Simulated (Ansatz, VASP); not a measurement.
**Ga in VASP and in Ansatz**

The input INCAR:

```
SYSTEM = Ga
ALGO = Normal
EDIFF = 1E-7
ENCUT = 520
GGA = PS
ISIF = 2
ISMEAR = -1
LASPH = .True.
LCHARG = .False.
LREAL = .False.
LWAVE = .False.
NBANDS = 12
NELM = 60
PREC = Accurate
SIGMA = 0.03
```

Contents of KPOINTS:

```
k-points
0
Gamma
  16 16 16
  0 0 0
```

The input POSCAR:

```
Ga
1.0
   -1.4040000000      1.4040000000      2.2735800000
    1.4040000000     -1.4040000000      2.2735800000
    1.4040000000      1.4040000000     -2.2735800000
Ga
1
Direct
    0.0000000000      0.0000000000      0.0000000000
```

Input for Ansatz:

```yaml
crystal:
  lattice:
    - [-1.404, 1.404, 2.27358]
    - [1.404, -1.404, 2.27358]
    - [1.404, 1.404, -2.27358]
  atoms:
    - { symbol: Ga, position: [0.0, 0.0, 0.0] }
kpoints:
  mp_grid: { grid: [16, 16, 16] }
  band_path:
    path:
      - [0.0, 0.0, 0.0]
      - [0.0, 0.0, 0.5]
      - [0.25, 0.25, 0.25]
      - [0.0, 0.5, 0.0]
      - [0.0, 0.0, 0.0]
      - [0.5, 0.5, -0.5]
      - [0.3453353014, 0.6546646986, -0.3453353014]
      - [-0.3453353014, 0.3453353014, 0.3453353014]
      - [0.0, 0.0, 0.0]
    npoints: 5
scf:
  occupations: { method: fermi_dirac, width: 0.03 }
hamiltonian:
  xc: pbesol
  pseudopotentials: { kind: all_electron, lapw: { basis_error: 0.001 } }
output:
  forces: true
  stress: true
  eigenvalues: true
```

Change from the starting cell: zz strain of +2 %.

Alike in both runs: task single point; functional PBEsol; k mesh 16 × 16 × 16; occupations fermi-dirac, width 0.03 eV; no spin polarisation.

|  | VASP | Ansatz |
| --- | --- | --- |
| version | VASP 6.6.1 | Ansatz 0.2.0 |
| potentials or method | VASP PAW PBE potentials, release 64 (Ga_d), cutoff 520 eV | all-electron LAPW, scalar-relativistic |

```csv
,VASP,Ansatz,Ansatz less VASP
pressure (GPa),-0.4,-0.5,-0.03
"traceless stress, the component that is largest in VASP (GPa)",-1.46,-1.46,+0.005
```

VASP's potentials were made for PBE, not for PBEsol. Ansatz ran all-electron here, and VASP with PAW potentials.
